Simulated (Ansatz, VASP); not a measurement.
YN: VASP beside Ansatz

Contents of INCAR:

```
PREC = Accurate
ENCUT = 600
EDIFF = 1E-6
ISMEAR = 0
SIGMA = 0.01
LREAL = F
LASPH = T
NELM = 120
ALGO = Normal
ISIF = 2
LWAVE = F
LCHARG = F
GGA = PE
NBANDS = 15
GGA_COMPAT = F
```

KPOINTS

```
Automatic mesh
0
Gamma
  8 8 8
```

POSCAR

```
YN
1.0
    0.0000000000      2.4531806745      2.4531806745
    2.4531806745      0.0000000000      2.4531806745
    2.4531806745      2.4531806745      0.0000000000
Y N
1 1
Direct
    0.0000000000      0.0000000000      0.0000000000
    0.5000000000      0.5000000000      0.5000000000
```

Input for Ansatz:

```yaml
crystal:
  lattice:
    - [0.0, 2.4531806745, 2.4531806745]
    - [2.4531806745, 0.0, 2.4531806745]
    - [2.4531806745, 2.4531806745, 0.0]
  atoms:
    - { symbol: "Y", position: [0.0, 0.0, 0.0] }
    - { symbol: "N", position: [0.5, 0.5, 0.5] }
kpoints:
  mp_grid: { grid: [8, 8, 8] }
hamiltonian:
  xc: pbe
scf:
  occupations: { method: fixed }
  n_extra_bands: 4
output:
  forces: true
  stress: true
  eigenvalues: true
```

Alike in both runs: task single point; functional PBE; k mesh 8 × 8 × 8; no spin polarisation.

|  | VASP | Ansatz |
| --- | --- | --- |
| version | VASP 6.6.1 | Ansatz 0.2.0 |
| potentials or method | VASP PAW PBE potentials, release 64 (Y_sv, N) | plane waves, PAW |
| plane-wave cutoff (eV) | 600 | 420 |
| occupations | gaussian, width 0.01 eV | fixed |
| valence electrons in the cell | 16 | 16 |

|  | VASP | Ansatz | Ansatz less VASP |
| --- | --- | --- | --- |
| gap on the k mesh at the Fermi level (eV) | 0.20 | 0.21 | +0.003 |
| pressure (GPa) | -0.2 | 0.0 | +0.24 |
